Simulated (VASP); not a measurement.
# Cd in VASP: single point with PBE

Aim: the single point of Cd with PBE.

Program: VASP 6.6.1. These are calculated values, not measurements. Logs are shortened: lines on timing, memory, paths and dates and some standing lists are left out, and cuts for length are marked.

### 1 The cell of the first run

The cell holds a single atom in a box, 1 atom: a = 14.000 Å, b = 14.400 Å, c = 14.800 Å, α = 90.00°, β = 90.00°, γ = 90.00°.

### 2 Single point, PBE, collinear spin, zero start

Input file INCAR:

```
PREC     = Accurate       # precision mode
ENCUT    = 520            # plane-wave cutoff, eV
EDIFF    = 1E-6           # SCF threshold, eV
ISMEAR   = -1             # smearing method
SIGMA    = 0.01           # smearing width, eV
LREAL    = False          # projectors in reciprocal space
LASPH    = True           # aspherical terms in the spheres
NELM     = 150            # most SCF steps
ALGO     = Normal         # electronic algorithm
ISIF     = 2              # what is computed and relaxed
LWAVE    = False          # write WAVECAR
LCHARG   = False          # write CHGCAR
ISPIN    = 2              # spin polarisation
MAGMOM   = 0.01           # initial moments
LORBIT   = 11             # projections on sites
GGA      = PE             # functional
ISYM     = 0            
NBANDS   = 16             # bands
```

Input file KPOINTS:

```
Automatic mesh
0
Gamma
  1 1 1
```

Input file POSCAR:

```
Cd
1.0
   14.0000000000      0.0000000000      0.0000000000
    0.0000000000     14.4000000000      0.0000000000
    0.0000000000      0.0000000000     14.8000000000
Cd
1
Direct
    0.5000000000      0.5000000000      0.5000000000
```

Potentials or basis: VASP PAW PBE potentials, release 64 (Cd).

Started as:

```console
$ cat potpaw_PBE.64/Cd/POTCAR > POTCAR
$ mpirun -np 1 vasp_gam > vasp.out
```

OUTCAR:

```text
PREC = Accurate
   ENCUT = 520
   EDIFF = 1E-6
   ISMEAR = -1
   LREAL = False
   LASPH = True
   NELM = 150
   ISIF = 2
   ISPIN = 2
   LORBIT = 11
   GGA = PE
   ISYM = 0

 ion  position               nearest neighbor table
   1  0.500  0.500  0.500-

IMPORTANT INFORMATION: All symmetrisations will be switched off!
NOSYMM: (Re-)initialisation of all symmetry stuff for point group C_1.

----------------------------------------------------------------------------------------

                                     Primitive cell

  volume of cell :    2983.6800

  direct lattice vectors                    reciprocal lattice vectors
    14.000000000  0.000000000  0.000000000     0.071428571  0.000000000  0.000000000
     0.000000000 14.400000000  0.000000000     0.000000000  0.069444444  0.000000000
     0.000000000  0.000000000 14.800000000     0.000000000  0.000000000  0.067567568

  length of vectors
    14.000000000 14.400000000 14.800000000     0.071428571  0.069444444  0.067567568

  position of ions in fractional coordinates (direct lattice)
     0.500000000  0.500000000  0.500000000

  ion indices of the primitive-cell ions
   primitive index   ion index
                 1           1

----------------------------------------------------------------------------------------

 KPOINTS: Automatic mesh

Automatic generation of k-mesh.
 Grid dimensions read from file:
 generate k-points for:    1    1    1

 Generating k-lattice:

  Cartesian coordinates                     Fractional coordinates (reciprocal lattice)
     0.071428571  0.000000000  0.000000000     1.000000000  0.000000000  0.000000000
     0.000000000  0.069444444  0.000000000     0.000000000  1.000000000  0.000000000
     0.000000000  0.000000000  0.067567568     0.000000000  0.000000000  1.000000000

  Length of vectors
     0.071428571  0.069444444  0.067567568

  Shift w.r.t. Gamma in fractional coordinates (k-lattice)
     0.000000000  0.000000000  0.000000000

 Subroutine IBZKPT returns following result:
 ===========================================

 Found      1 irreducible k-points:

 Following reciprocal coordinates:
            Coordinates               Weight
  0.000000  0.000000  0.000000      1.000000
   k-points           NKPTS =      1   k-points in BZ     NKDIM =      1   number of bands    NBANDS=     16
   number of dos      NEDOS =    301   number of ions     NIONS =      1
   total plane-waves  NPLWV = ******
   dimension x,y,z NGX =   108 NGY =  108 NGZ =  112
   dimension x,y,z NGXF=   216 NGYF=  216 NGZF=  224
   ions per type =               1
   NGX,Y,Z   is equivalent  to a cutoff of  12.82, 12.47, 12.58 a.u.
   NGXF,Y,Z  is equivalent  to a cutoff of  25.65, 24.94, 25.16 a.u.
 SYSTEM =  unknown system
   PREC   = accura    normal or accurate (medium, high low for compatibility)
   ISTART =      0    job   : 0-new  1-cont  2-samecut
   ICHARG =      2    charge: 1-file 2-atom 10-const
   ISPIN  =      2    spin polarized calculation?
   LNONCOLLINEAR =      F non collinear calculations
   LSORBIT =      F    spin-orbit coupling
   LASPH  =      T    aspherical Exc in radial PAW
   ENCUT  =  520.0 eV  38.22 Ry    6.18 a.u.  26.03 26.77 27.52*2*pi/ulx,y,z
   NELM   =    150;   NELMIN=  2; NELMDL= -5     # of ELM steps
   EDIFF  = 0.1E-05   stopping-criterion for ELM
   LREAL  =      F    real-space projection
   EDIFFG = 0.1E-04   stopping-criterion for IOM
   NSW    =      0    number of steps for IOM
   IBRION =     -1    ionic relax: 0-MD 1-quasi-New 2-CG
   NFREE  =      0    steps in history (QN), initial steepest desc. (CG)
   ISIF   =      2    stress and relaxation
   ISYM   =      0    0-nonsym 1-usesym 2-fastsym
   POTIM  = 0.5000    time-step for ionic-motion
   TEBEG  =    0.0;   TEEND  =   0.0 temperature during run
   PSTRESS=    0.0 pullay stress
   NELECT =      12.0000    total number of electrons
   NUPDOWN=      -1.0000    fix difference up-down
   EMIN   =  10.00;   EMAX   =-10.00  energy-range for DOS
   EFERMI =   0.00;   METHOD = LEGACY
   ISMEAR =    -1;   SIGMA  =   0.01  broadening in eV -4-tet -1-fermi 0-gaus
   EFERMI_NEDOS =   21; number of points for ismear=-14 and -15
   IALGO  =     38    algorithm
   IMIX   =      4    mixing-type and parameters
     AMIX     =   0.40;   BMIX     =  1.00
     AMIX_MAG =   1.60;   BMIX_MAG =  1.00
  volume/ion in A,a.u.               =    2983.68     20134.87
  Fermi-wavevector in a.u.,A,eV,Ry     =   0.260346  0.491983  0.922205  0.067780
  Thomas-Fermi vector in A             =   1.088001
   LORBIT       =     11    0 simple, 1 ext, 2 COOP (PROOUT), +10 PAW based schemes
   GGA     = PE    functional components
   LHFCALC =     F    Hartree Fock is set to
   AEXX    =    0.0000 exact exchange contribution
   IVDW    =     0    specifies the selected vdW correction
   LEPSILON=     F    determine dielectric tensor
   LRPA    =     F    only Hartree local field effects (RPA)
 spin polarized calculation
  energy-cutoff  :      520.00
  volume of cell :     2983.68
 maximum number of plane-waves:     40220
 NGX is ok and might be reduce to   108
   NGX = 53   NGY = 53   NGZ = 55

 number of electron      12.0000006 magnetization       0.0000496

 number of electron      12.0000006 magnetization      -0.0000008

 Free energy of the ion-electron system (eV)
  ---------------------------------------------------
  ext. energy  EPLUGINS =         0.00000000
  ---------------------------------------------------
  free energy    TOTEN  =        -0.01418582 eV

  energy without entropy =       -0.01418582  energy(sigma->0) =       -0.01418582

 E-fermi :  -5.3408     XC(G=0):  -0.3466

 val. band max:       -5.6090723051   @ k =   0.0000   0.0000   0.0000
 cond. band min:      -1.1305097214   @ k =   0.0000   0.0000   0.0000
 fundamental gap:      4.4785625837
 Fermi energy:        -5.3407965927

 spin component 1

 k-point     1 :       0.0000    0.0000    0.0000
  band No.  band energies     occupation
      1     -11.6789      1.00000
      2     -11.6789      1.00000
      3     -11.6789      1.00000
      4     -11.6789      1.00000
      5     -11.6789      1.00000
      6      -5.6091      1.00000
[... 8 lines left out ...]
     15       0.7591      0.00000
     16       0.8010      0.00000
 Fermi energy:        -5.3407965927

 spin component 2

 k-point     1 :       0.0000    0.0000    0.0000
  band No.  band energies     occupation
      1     -11.6789      1.00000
      2     -11.6789      1.00000
      3     -11.6789      1.00000
      4     -11.6789      1.00000
      5     -11.6789      1.00000
      6      -5.6091      1.00000
[... 8 lines left out ...]
     15       0.7721      0.00000
     16       0.8127      0.00000

------------------------ aborting loop because EDIFF is reached ----------------------------------------

  FORCE on cell =-STRESS in cart. coord.  units (eV):
  Direction    XX          YY          ZZ          XY          YZ          ZX
  --------------------------------------------------------------------------------------
  -------------------------------------------------------------------------------------
  Total       -0.0004306     -0.0023234     -0.0019260      0.0000001     -0.0000001     -0.0000000
  in kB       -0.0002312     -0.0012476     -0.0010342      0.0000000     -0.0000001     -0.0000000
  external PRESSURE =      -0.0008377 kB  Pullay stress =       0.0000000 kB

 VOLUME and BASIS-vectors are now :
 -----------------------------------------------------------------------------
  energy-cutoff  :      520.00
  volume of cell :     2983.68
      direct lattice vectors                 reciprocal lattice vectors
    14.000000000  0.000000000  0.000000000     0.071428571  0.000000000  0.000000000
     0.000000000 14.400000000  0.000000000     0.000000000  0.069444444  0.000000000
     0.000000000  0.000000000 14.800000000     0.000000000  0.000000000  0.067567568

 POSITION                                       TOTAL-FORCE (eV/Angst)
 -----------------------------------------------------------------------------------
      7.00000      7.20000      7.40000        -0.000000     -0.000001     -0.000000
 -----------------------------------------------------------------------------------
    total drift:                               -0.000000     -0.000001     -0.000000

  FREE ENERGIE OF THE ION-ELECTRON SYSTEM (eV)
  ---------------------------------------------------
  free  energy   TOTEN  =        -0.0141858227 eV

  energy  without entropy=       -0.0141858227  energy(sigma->0) =       -0.01418582

 total charge

# of ion       s       p       d       tot
------------------------------------------
    1        0.781   0.000   9.517  10.299

 magnetization (x)

# of ion       s       p       d       tot
------------------------------------------
    1       -0.000  -0.000   0.000  -0.000
```

It took 8.1 min on 1 thread of Intel Xeon 8259CL, shared host; peak memory 2.7 GiB.

What came out:

```yaml
Free_energy: -0.0142 eV
Pressure: 0.0 GPa
Band_gap_on_the_k_mesh: 4.48 eV
Net_moment: 0.00 μB per cell
Valence_electrons_inside_the_program's_atomic_spheres: Cd 10.30
```

Levels at points of the mesh, in eV from the valence-band top:
Spin up:
```
           k point  band 4  band 5  band 6  band 7  band 8  band 9
(0.00, 0.00, 0.00)   -6.07   -6.07    0.00    4.48    4.48    4.48
```
Spin down:
| k point | band 3 | band 4 | band 5 | band 6 | band 7 | band 8 | band 9 | band 10 |
| --- | --- | --- | --- | --- | --- | --- | --- | --- |
| (0.00, 0.00, 0.00) | -6.07 | -6.07 | -6.07 | 0.00 | 4.48 | 4.48 | 4.48 | 5.50 |
